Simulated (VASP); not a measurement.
# CdS (P6_3/mmc) in VASP: a series of runs

Runs on CdS. Level: r2SCAN. Tasks: single point.

Everything below comes from runs of VASP 6.6.1. Logs are shortened: lines on timing, memory, paths and dates and some standing lists are left out, and cuts for length are marked.

## (1) The cell of the first run

The structure is hexagonal, space group P6_3/mmc (No. 194). Conventional cell: a = 4.319 Å, b = 4.319 Å, c = 5.631 Å, α = 90.00°, β = 90.00°, γ = 120.00°. Within 3.3 Å of Cd (site symmetry -6m2) lie 5 S at 2.49 to 2.82 Å. S (site symmetry -6m2) has 5 Cd at 2.49 to 2.82 Å within 3.3 Å.

## (2) Single point, r2SCAN (22.74 Å³/atom)

POSCAR reads:

```
CdS
1.0
    4.3185343782      0.0000000000      0.0000000000
   -2.1592671891      3.7399604786      0.0000000000
    0.0000000000      0.0000000000      5.6307767688
Cd S
2 2
Direct
    0.3333333333      0.6666666667      0.2500000000
    0.6666666667      0.3333333333      0.7500000000
    0.6666666667      0.3333333333      0.2500000000
    0.3333333333      0.6666666667      0.7500000000
```

INCAR.step1 reads:

```
PREC     = Accurate       # precision mode
ENCUT    = 520            # plane-wave cutoff, eV
ISMEAR   = 0              # smearing method
SIGMA    = 0.01           # smearing width, eV
LREAL    = False          # projectors in reciprocal space
LASPH    = True           # aspherical terms in the spheres
NELM     = 80             # most SCF steps
NBANDS   = 26             # bands
GGA      = PE             # functional
ALGO     = Normal         # electronic algorithm
EDIFF    = 1E-4           # SCF threshold, eV
LWAVE    = True           # write WAVECAR
LCHARG   = False          # write CHGCAR
```

INCAR.step2 reads:

```
PREC     = Accurate       # precision mode
ENCUT    = 520            # plane-wave cutoff, eV
EDIFF    = 1E-6           # SCF threshold, eV
ISMEAR   = 0              # smearing method
SIGMA    = 0.01           # smearing width, eV
LREAL    = False          # projectors in reciprocal space
LASPH    = True           # aspherical terms in the spheres
NELM     = 80             # most SCF steps
ALGO     = Normal         # electronic algorithm
ISIF     = 2              # what is computed and relaxed
LWAVE    = False          # write WAVECAR
LCHARG   = True           # write CHGCAR
METAGGA  = R2SCAN         # meta-GGA
LMIXTAU  = True         
LELF     = True           # ELF
LVHAR    = True         
NBANDS   = 26             # bands
ISTART   = 1
```

KPOINTS reads:

```
Automatic mesh
0
Gamma
  6 6 4
```

Potentials or basis: VASP PAW PBE potentials, release 64 (Cd, S).

Started as:

```
> cat potpaw_PBE.64/Cd/POTCAR potpaw_PBE.64/S/POTCAR > POTCAR
> cp INCAR.step1 INCAR
> mpirun -np 1 vasp_std > vasp.out
> cp INCAR.step2 INCAR
> mpirun -np 1 vasp_std > vasp.out
```

OUTCAR:

```text
PREC = Accurate
   ENCUT = 520
   EDIFF = 1E-6
   ISMEAR = 0
   LREAL = False
   LASPH = True
   NELM = 80
   ISIF = 2
   METAGGA = R2SCAN
   ISTART = 1

 ion  position               nearest neighbor table
   1  0.333  0.667  0.250-   3 2.49   3 2.49   3 2.49   4 2.82   4 2.82   2 3.76   2 3.76   2 3.76
                             2 3.76   2 3.76   2 3.76
   2  0.667  0.333  0.750-   4 2.49   4 2.49   4 2.49   3 2.82   3 2.82   1 3.76   1 3.76   1 3.76
                             1 3.76   1 3.76   1 3.76
   3  0.667  0.333  0.250-   1 2.49   1 2.49   1 2.49   2 2.82   2 2.82
   4  0.333  0.667  0.750-   2 2.49   2 2.49   2 2.49   1 2.82   1 2.82

  LATTYP: Found a hexagonal cell.
 ALAT       =     4.3185343782
 C/A-ratio  =     1.3038629025

  Lattice vectors:

 A1 = (   4.3185343782,   0.0000000000,   0.0000000000)
 A2 = (  -2.1592671891,   3.7399604786,   0.0000000000)
 A3 = (   0.0000000000,   0.0000000000,   5.6307767688)

Analysis of symmetry for initial positions (statically):
=====================================================================
 Subroutine PRICEL returns:
 Original cell was already a primitive cell.

 Routine SETGRP: Setting up the symmetry group for a
 hexagonal supercell.

 Subroutine GETGRP returns: Found 24 space group operations
 (whereof 12 operations were pure point group operations)
 out of a pool of 24 trial point group operations.

The static configuration has the point symmetry D_3d.
 The point group associated with its full space group is D_6h.

Analysis of symmetry for dynamics (positions and initial velocities):
=====================================================================
 Subroutine PRICEL returns:
 Original cell was already a primitive cell.

 Routine SETGRP: Setting up the symmetry group for a
 hexagonal supercell.

 Subroutine GETGRP returns: Found 24 space group operations
 (whereof 12 operations were pure point group operations)
 out of a pool of 24 trial point group operations.

The dynamic configuration has the point symmetry D_3d.
 The point group associated with its full space group is D_6h.

 Subroutine INISYM returns: Found 24 space group operations
 (whereof 12 operations are pure point group operations),
 and found     1 'primitive' translations

----------------------------------------------------------------------------------------

                                     Primitive cell

  volume of cell :      90.9435

  direct lattice vectors                    reciprocal lattice vectors
     4.318534378  0.000000000  0.000000000     0.231560042  0.133691252  0.000000000
    -2.159267189  3.739960479  0.000000000     0.000000000  0.267382505  0.000000000
     0.000000000  0.000000000  5.630776769     0.000000000  0.000000000  0.177595391

  length of vectors
     4.318534378  4.318534378  5.630776769     0.267382505  0.267382505  0.177595391

  position of ions in fractional coordinates (direct lattice)
     0.333333333  0.666666667  0.250000000
     0.666666667  0.333333333  0.750000000
     0.666666667  0.333333333  0.250000000
     0.333333333  0.666666667  0.750000000

  ion indices of the primitive-cell ions
   primitive index   ion index
                 1           1
                 2           2
                 3           3
                 4           4

----------------------------------------------------------------------------------------

 KPOINTS: Automatic mesh

Automatic generation of k-mesh.
 Grid dimensions read from file:
 generate k-points for:    6    6    4

 Generating k-lattice:

  Cartesian coordinates                     Fractional coordinates (reciprocal lattice)
     0.038593340  0.022281875  0.000000000     0.166666667  0.000000000  0.000000000
     0.000000000  0.044563751  0.000000000     0.000000000  0.166666667  0.000000000
     0.000000000  0.000000000  0.044398848     0.000000000  0.000000000  0.250000000

  Length of vectors
     0.044563751  0.044563751  0.044398848

  Shift w.r.t. Gamma in fractional coordinates (k-lattice)
     0.000000000  0.000000000  0.000000000

 Subroutine IBZKPT returns following result:
 ===========================================

 Found     21 irreducible k-points:

 Following reciprocal coordinates:
            Coordinates               Weight
  0.000000  0.000000  0.000000      1.000000
  0.166667  0.000000  0.000000      6.000000
  0.333333 -0.000000  0.000000      6.000000
  0.500000  0.000000  0.000000      3.000000
  0.166667  0.166667  0.000000      6.000000
  0.333333  0.166667  0.000000     12.000000
[... 13 lines left out ...]
  0.333333  0.166667  0.500000     12.000000
  0.333333  0.333333  0.500000      2.000000
   k-points           NKPTS =     21   k-points in BZ     NKDIM =     21   number of bands    NBANDS=     26
   number of dos      NEDOS =    301   number of ions     NIONS =      4
   total plane-waves  NPLWV =  43008
   dimension x,y,z NGX =    32 NGY =   32 NGZ =   42
   dimension x,y,z NGXF=    64 NGYF=   64 NGZF=   84
   ions per type =               2   2
   NGX,Y,Z   is equivalent  to a cutoff of  12.32, 12.32, 12.40 a.u.
   NGXF,Y,Z  is equivalent  to a cutoff of  24.64, 24.64, 24.80 a.u.
 SYSTEM =  unknown system
   PREC   = accura    normal or accurate (medium, high low for compatibility)
   ISTART =      1    job   : 0-new  1-cont  2-samecut
   ICHARG =      0    charge: 1-file 2-atom 10-const
   ISPIN  =      1    spin polarized calculation?
   LNONCOLLINEAR =      F non collinear calculations
   LSORBIT =      F    spin-orbit coupling
   LASPH  =      T    aspherical Exc in radial PAW
   ENCUT  =  520.0 eV  38.22 Ry    6.18 a.u.   8.03  8.03 10.47*2*pi/ulx,y,z
   NELM   =     80;   NELMIN=  2; NELMDL=  0     # of ELM steps
   EDIFF  = 0.1E-05   stopping-criterion for ELM
   LREAL  =      F    real-space projection
   EDIFFG = 0.1E-04   stopping-criterion for IOM
   NSW    =      0    number of steps for IOM
   IBRION =     -1    ionic relax: 0-MD 1-quasi-New 2-CG
   NFREE  =      0    steps in history (QN), initial steepest desc. (CG)
   ISIF   =      2    stress and relaxation
   ISYM   =      2    0-nonsym 1-usesym 2-fastsym
   POTIM  = 0.5000    time-step for ionic-motion
   TEBEG  =    0.0;   TEEND  =   0.0 temperature during run
   PSTRESS=    0.0 pullay stress
   NELECT =      36.0000    total number of electrons
   NUPDOWN=      -1.0000    fix difference up-down
   EMIN   =  10.00;   EMAX   =-10.00  energy-range for DOS
   EFERMI =   0.00;   METHOD = LEGACY
   ISMEAR =     0;   SIGMA  =   0.01  broadening in eV -4-tet -1-fermi 0-gaus
   EFERMI_NEDOS =   21; number of points for ismear=-14 and -15
   IALGO  =     38    algorithm
   IMIX   =      4    mixing-type and parameters
     AMIX     =   0.40;   BMIX     =  1.00
     AMIX_MAG =   1.60;   BMIX_MAG =  1.00
  volume/ion in A,a.u.               =      22.74       153.43
  Fermi-wavevector in a.u.,A,eV,Ry     =   1.202039  2.271524 19.659016  1.444897
  Thomas-Fermi vector in A             =   2.337831
   LORBIT       =      0    0 simple, 1 ext, 2 COOP (PROOUT), +10 PAW based schemes
   METAGGA = R2SCAN    functional components
   LHFCALC =     F    Hartree Fock is set to
   AEXX    =    0.0000 exact exchange contribution
   IVDW    =     0    specifies the selected vdW correction
   LEPSILON=     F    determine dielectric tensor
   LRPA    =     F    only Hartree local field effects (RPA)
 non-spin polarized calculation
 Gauss-broadening in eV      SIGMA  =   0.01
  energy-cutoff  :      520.00
  volume of cell :       90.94
 maximum number of plane-waves:      2466
   NGX = 17   NGY = 17   NGZ = 21

 number of electron      35.9999987 magnetization

 Free energy of the ion-electron system (eV)
  ---------------------------------------------------
  ext. energy  EPLUGINS =         0.00000000
  ---------------------------------------------------
  free energy    TOTEN  =       -58.96676960 eV

  energy without entropy =      -58.96676960  energy(sigma->0) =      -58.96676960

 E-fermi :   1.9497     XC(G=0): -10.1837

 val. band max:        1.8413637604   @ k =   0.3333   0.3333   0.5000
 cond. band min:       3.3572395983   @ k =   0.0000   0.0000   0.0000
 fundamental gap:      1.5158758380
 Fermi energy:         1.9497073181

 k-point     1 :       0.0000    0.0000    0.0000
  band No.  band energies     occupation
      1     -11.4615      2.00000
      2     -10.6686      2.00000
      3      -6.3891      2.00000
      4      -6.3891      2.00000
      5      -6.3708      2.00000
      6      -6.3708      2.00000
[... 18 lines left out ...]
     25      11.4395      0.00000
     26      11.5334      0.00000

 k-point     2 :       0.1667    0.0000    0.0000
  band No.  band energies     occupation
      1     -11.3497      2.00000
      2     -10.6441      2.00000
      3      -6.3319      2.00000
      4      -6.3247      2.00000
      5      -6.3177      2.00000
      6      -6.2955      2.00000
[... 18 lines left out ...]
     25      10.3102      0.00000
     26      11.1994      0.00000

 k-point     3 :       0.3333   -0.0000    0.0000
  band No.  band energies     occupation
      1     -11.0924      2.00000
      2     -10.6245      2.00000
      3      -6.1888      2.00000
      4      -6.1739      2.00000
      5      -6.1308      2.00000
      6      -6.1000      2.00000
[... 18 lines left out ...]
     25      10.6735      0.00000
     26      11.1970      0.00000

 k-point     4 :       0.5000    0.0000    0.0000
  band No.  band energies     occupation
      1     -10.9221      2.00000
      2     -10.6544      2.00000
      3      -6.1168      2.00000
      4      -6.0508      2.00000
      5      -6.0467      2.00000
      6      -6.0398      2.00000
[... 18 lines left out ...]
     25      11.3475      0.00000
     26      12.8433      0.00000

 k-point     5 :       0.1667    0.1667    0.0000
  band No.  band energies     occupation
      1     -11.1632      2.00000
      2     -10.6237      2.00000
      3      -6.2646      2.00000
      4      -6.2286      2.00000
      5      -6.1584      2.00000
      6      -6.1490      2.00000
[... 18 lines left out ...]
     25      10.3376      0.00000
     26      11.5034      0.00000

 k-point     6 :       0.3333    0.1667    0.0000
  band No.  band energies     occupation
      1     -10.9241      2.00000
      2     -10.6536      2.00000
      3      -6.1469      2.00000
      4      -6.0929      2.00000
      5      -6.0476      2.00000
      6      -6.0096      2.00000
[... 340 lines left out ...]
 k-point    18 :       0.5000    0.0000    0.5000
  band No.  band energies     occupation
      1     -10.6848      2.00000
      2     -10.6848      2.00000
      3      -6.2271      2.00000
      4      -6.2271      2.00000
      5      -6.1200      2.00000
      6      -6.1200      2.00000
[... 18 lines left out ...]
     25      11.2450      0.00000
     26      11.2450      0.00000

 k-point    19 :       0.1667    0.1667    0.5000
  band No.  band energies     occupation
      1     -10.8032      2.00000
      2     -10.8032      2.00000
      3      -6.2844      2.00000
      4      -6.2844      2.00000
      5      -6.2220      2.00000
      6      -6.2220      2.00000
[... 18 lines left out ...]
     25      10.1032      0.00000
     26      10.1032      0.00000

 k-point    20 :       0.3333    0.1667    0.5000
  band No.  band energies     occupation
      1     -10.6854      2.00000
      2     -10.6854      2.00000
      3      -6.2315      2.00000
      4      -6.2315      2.00000
      5      -6.1305      2.00000
      6      -6.1305      2.00000
[... 18 lines left out ...]
     25      10.8885      0.00000
     26      10.8885      0.00000

 k-point    21 :       0.3333    0.3333    0.5000
  band No.  band energies     occupation
      1     -10.6465      2.00000
      2     -10.6465      2.00000
      3      -6.2440      2.00000
      4      -6.2440      2.00000
      5      -6.0633      2.00000
      6      -6.0633      2.00000
[... 18 lines left out ...]
     25      10.4281      0.00000
     26      10.4281      0.00000

------------------------ aborting loop because EDIFF is reached ----------------------------------------

  FORCE on cell =-STRESS in cart. coord.  units (eV):
  Direction    XX          YY          ZZ          XY          YZ          ZX
  --------------------------------------------------------------------------------------
  -------------------------------------------------------------------------------------
  Total        3.1439152      3.1439152      2.4613497      0.0000000     -0.0000000      0.0000000
  in kB       55.3872379     55.3872379     43.3622895      0.0000000     -0.0000000      0.0000000
  external PRESSURE =      51.3789218 kB  Pullay stress =       0.0000000 kB

 VOLUME and BASIS-vectors are now :
 -----------------------------------------------------------------------------
  energy-cutoff  :      520.00
  volume of cell :       90.94
      direct lattice vectors                 reciprocal lattice vectors
     4.318534378  0.000000000  0.000000000     0.231560042  0.133691252  0.000000000
    -2.159267189  3.739960479  0.000000000     0.000000000  0.267382505  0.000000000
     0.000000000  0.000000000  5.630776769     0.000000000  0.000000000  0.177595391

 POSITION                                       TOTAL-FORCE (eV/Angst)
 -----------------------------------------------------------------------------------
     -0.00000      2.49331      1.40769         0.000000      0.000000      0.000000
      2.15927      1.24665      4.22308         0.000000     -0.000000      0.000000
      2.15927      1.24665      1.40769        -0.000000     -0.000000      0.000000
     -0.00000      2.49331      4.22308        -0.000000      0.000000      0.000000
 -----------------------------------------------------------------------------------
    total drift:                                0.000000     -0.000000      0.000000

  FREE ENERGIE OF THE ION-ELECTRON SYSTEM (eV)
  ---------------------------------------------------
  free  energy   TOTEN  =       -58.9667696006 eV

  energy  without entropy=      -58.9667696006  energy(sigma->0) =      -58.96676960
```

Wall time 2.3 min (1 thread of Intel Xeon Platinum 8259CL at 2.50GHz (Skylake/Cascade Lake), shared host); peak memory 0.22 GiB.

Results:

```
Free energy            : -58.9668 eV
Pressure               : 5.1 GPa
Band gap on the k mesh : 1.52 eV (least direct gap 1.77 eV)
```

Caveat: the cell stands under pressure; the PAW data sets were made with another functional, which shifts forces and pressure a little. A k mesh can miss the band edges.

[end of part 1 of 3]
